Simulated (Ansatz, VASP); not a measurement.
# Ti4C3 in VASP and in Ansatz

```xyz
7
Lattice="5.5815 -1.5528 0.2425 5.5815 1.5528 0.2425 -2.6270 0.0000 4.5726" Properties=species:S:1:pos:R:3 pbc="T T T"
Ti    0.2614    0.0000    2.1667
Ti    8.2746    0.0000    2.8909
Ti    4.0784    0.0000    0.2859
Ti    4.4576    0.0000    4.7716
C     2.2332    0.0000    1.3493
C     6.3027    0.0000    3.7082
C     0.0000    0.0000    0.0000
```

Change from the starting cell: species swapped into the Te4Rh3 type (C2/m, No. 12).

Alike in both runs: functional PBE; k mesh 5 × 5 × 4; occupations gaussian, width 0.2 eV; no spin polarisation.

Ansatz relaxed the structure, and its values are those at the end. VASP's run is a single point on that final structure, the one shown.

```csv
,VASP,Ansatz
version,VASP 6.6.1,Ansatz 0.2.0
potentials or method,"VASP PAW PBE potentials, release 64 (Ti_sv, C), cutoff 520 eV","scalar-relativistic, plane waves, PAW"
valence electrons in the cell,60,60
```

```tsv
	VASP	Ansatz	Ansatz less VASP
gap on the k mesh at the Fermi level (eV)	none	none	-
pressure (GPa)	0.1	-0.1	-0.19
rms of the force components (eV/Å)	0.022	0.019	-0.0025
```

A gap of «none» marks a metal or a gap that the smearing closes. With one functional, cell and mesh, what is left measures potentials, basis and numerics.

The k mesh is coarse, so the values compare programs but aren't converged.
